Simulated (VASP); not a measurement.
Set up this calculation in VASP 6.6.1, as the native input.

| Item | Value |
| --- | --- |
| Task | single point |
| Functional | PBE |
| Potentials or basis | VASP PAW PBE potentials, release 64 (Ta_pv, Ag, Lu) |
| Cutoff | 520 eV |
| k mesh | 5 × 5 × 2 |
| Occupations | fermi-dirac, width 0.1 eV |
| Spin | no spin polarisation |
| Dipole correction | no |
| Further INCAR settings | ALGO = Normal; EDIFF = 1e-07; NBANDS = 68 |

The structure of LuTa2Ag lies in POSCAR:

```
LuTa2Ag
1.0
    4.3479832648      0.0000000000      0.0000000000
    0.0000000000      4.3479832648      0.0000000000
    0.0000000000      0.0000000000      8.6705299580
Ta Ag Lu
4 2 2
Direct
    0.7500000000      0.2500000000      0.0000000000
    0.2500000000      0.7500000000      0.0000000000
    0.2500000000      0.2500000000      0.7846477838
    0.7500000000      0.7500000000      0.2153522162
    0.7500000000      0.2500000000      0.5000000000
    0.2500000000      0.7500000000      0.5000000000
    0.2500000000      0.2500000000      0.2648736225
    0.7500000000      0.7500000000      0.7351263775
```

One way to write it, as run:

INCAR

```
SYSTEM = LuTa2Ag
PREC     = Accurate       ! precision mode
ENCUT    = 520            ! plane-wave cutoff, eV
EDIFF    = 1E-7           ! SCF threshold, eV
ISMEAR   = -1             ! smearing method
SIGMA    = 0.1            ! smearing width, eV
LREAL    = .False.        ! projectors in reciprocal space
LASPH    = .True.         ! aspherical terms in the spheres
NELM     = 100            ! most SCF steps
ALGO     = Normal         ! electronic algorithm
ISIF     = 2              ! what is computed and relaxed
LWAVE    = .False.        ! write WAVECAR
LCHARG   = .False.        ! write CHGCAR
GGA      = PE             ! functional
NBANDS   = 68             ! bands
```

KPOINTS

```
regular mesh
0
Gamma
  5 5 2
  0 0 0
```

Potentials or basis: VASP PAW PBE potentials, release 64 (Ta_pv, Ag, Lu).

Run with:

```bash
$ cat potpaw_PBE.64/Ta_pv/POTCAR potpaw_PBE.64/Ag/POTCAR potpaw_PBE.64/Lu/POTCAR > POTCAR
$ mpirun -np 1 vasp_std > vasp.out
```

It gave:

| Item | Value |
| --- | --- |
| Pressure | 0.1 GPa |
| Largest force | 0.020 eV/Å |
| Band gap on the k mesh | zero (bands 58 and 59 overlap by 0.89 eV) |

Caveat: the k points lie up to 0.36 Å⁻¹ apart, too coarse for converged energies and pressures of a metal; spin-orbit coupling is left out, which moves the levels of the heavy elements.

Run time: 3.2 min on 1 thread of Intel(R) Xeon(R) Platinum 8488C (Sapphire Rapids) (shared host), peak memory 0.31 GiB.
